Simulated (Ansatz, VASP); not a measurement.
# BP in VASP and in Ansatz

POSCAR

```
BP
1.0
    0.0000000000      2.2383340787      2.2383340787
    2.2383340787      0.0000000000      2.2383340787
    2.2383340787      2.2383340787      0.0000000000
P B
1 1
Direct
    0.7500000000      0.7500000000      0.7500000000
    0.0000000000      0.0000000000      0.0000000000
```

INCAR.step1

```
PREC     = Accurate       # precision mode
ENCUT    = 520            # plane-wave cutoff, eV
EDIFF    = 1E-5           # SCF threshold, eV
ISMEAR   = -1             # smearing method
SIGMA    = 0.05           # smearing width, eV
LREAL    = F              # projectors in reciprocal space
LASPH    = T              # aspherical terms in the spheres
NELM     = 60             # most SCF steps
ALGO     = Normal         # electronic algorithm
ISIF     = 2              # what is computed and relaxed
LWAVE    = T              # write WAVECAR
NBANDS   = 11             # bands
GGA      = PE             # functional
```

File INCAR.step2:

```
PREC     = Accurate       # precision mode
ENCUT    = 520            # plane-wave cutoff, eV
EDIFF    = 1E-7           # SCF threshold, eV
ISMEAR   = -1             # smearing method
SIGMA    = 0.05           # smearing width, eV
LREAL    = F              # projectors in reciprocal space
LASPH    = T              # aspherical terms in the spheres
NELM     = 60             # most SCF steps
ALGO     = Normal         # electronic algorithm
ISIF     = 2              # what is computed and relaxed
LWAVE    = F              # write WAVECAR
LCHARG   = T              # write CHGCAR
GGA      = B5             # functional
LHFCALC  = T              # exact exchange
AEXX     = 0.5            # exact-exchange fraction
ALDAX    = 0.5          
AGGAX    = 0.5          
AGGAC    = 1.0          
ALDAC    = 0.0          
PRECFOCK = Normal       
LELF     = T              # ELF
LVHAR    = T            
NBANDS   = 11             # bands
ISTART   = 1
```

KPOINTS

```
Automatic mesh
0
Gamma
  5 5 5
```

Contents of input.yaml:

```yaml
crystal:
  lattice:
    - [0.0, 2.2383340787, 2.2383340787]
    - [2.2383340787, 0.0, 2.2383340787]
    - [2.2383340787, 2.2383340787, 0.0]
  atoms:
    - { symbol: P, position: [0.75, 0.75, 0.75] }
    - { symbol: B, position: [0.0, 0.0, 0.0] }
hamiltonian:
  xc: { name: BHLYP }
  pseudopotentials: { kind: paw }
kpoints:
  mp_grid: { grid: [5, 5, 5] }
scf:
  occupations: { method: fermi_dirac, width: 0.05 }
output:
  forces: true
  stress: true
  eigenvalues: true
  write_density: true
  write_potential: true
  elf: true
  volumetric_format: npy
```

Alike in both runs: task single point; functional BHLYP; k mesh 5 × 5 × 5; occupations fermi-dirac, width 0.05 eV; no spin polarisation.

|  | VASP | Ansatz |
| --- | --- | --- |
| version | VASP 6.6.1 | Ansatz 0.2.0 |
| potentials or method | VASP PAW PBE potentials, release 64 (P, B) | Ansatz PAW |
| plane-wave cutoff (eV) | 520 | 420 |
| valence electrons in the cell | 8 | 8 |

Ansatz gave:

| Quantity | Value |
| --- | --- |
| gap on the k mesh at the Fermi level (eV) | 4.53 |
| least direct gap on the mesh (eV) | 7.09 |
| pressure (GPa) | 8.0 |

Which values does VASP return?

gap on the k mesh at the Fermi level (eV): 4.63; least direct gap on the mesh (eV): 7.21; pressure (GPa): 6.9.

VASP's potentials were made for PBE, not for BHLYP.

The k mesh is coarse, so the values compare programs but aren't converged. Noted on Ansatz's run: odd divisions of the mesh miss points on the zone boundary, where band edges often lie, so the gap on the mesh can be too wide.
